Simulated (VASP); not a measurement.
TiC: single point with PBE

The system is TiC.

```
Ti C
1.0
     0.00000    2.16572    2.16572
     2.16572    0.00000    2.16572
     2.16572    2.16572    0.00000
Ti C
1 1
Cartesian
  0.0000 0.0000 0.0000
  2.1657 2.1657 2.1657
```

```json
{
 "Program": "VASP 6.6.1",
 "Task": "single point",
 "Functional": "PBE",
 "Potentials or basis": "VASP PAW PBE potentials, release 64 (Ti_sv, C)",
 "Cutoff": "520 eV",
 "k mesh": "11 × 11 × 11",
 "Occupations": "gaussian, width 0.028 eV",
 "Spin": "no spin polarisation"
}
```

| Quantity | Value |
| --- | --- |
| Pressure | 0.5 GPa |
| Band gap on the k mesh | zero (band 8 reaches 10.10 eV, above the bottom of band 9 at 9.00 eV) |

Levels at points of the mesh, in eV from the Fermi level:
| k point | band 5 | band 6 | band 7 | band 8 | band 9 | band 10 | band 11 | band 12 |
| --- | --- | --- | --- | --- | --- | --- | --- | --- |
| (0.00, 0.00, 0.00) | -12.53 | 0.56 | 0.56 | 0.56 | 1.54 | 1.54 | 1.54 | 1.57 |

It took 9.7 s on 1 thread of Intel Xeon 6975P-C, with other jobs on the host, peak memory 0.14 GiB.
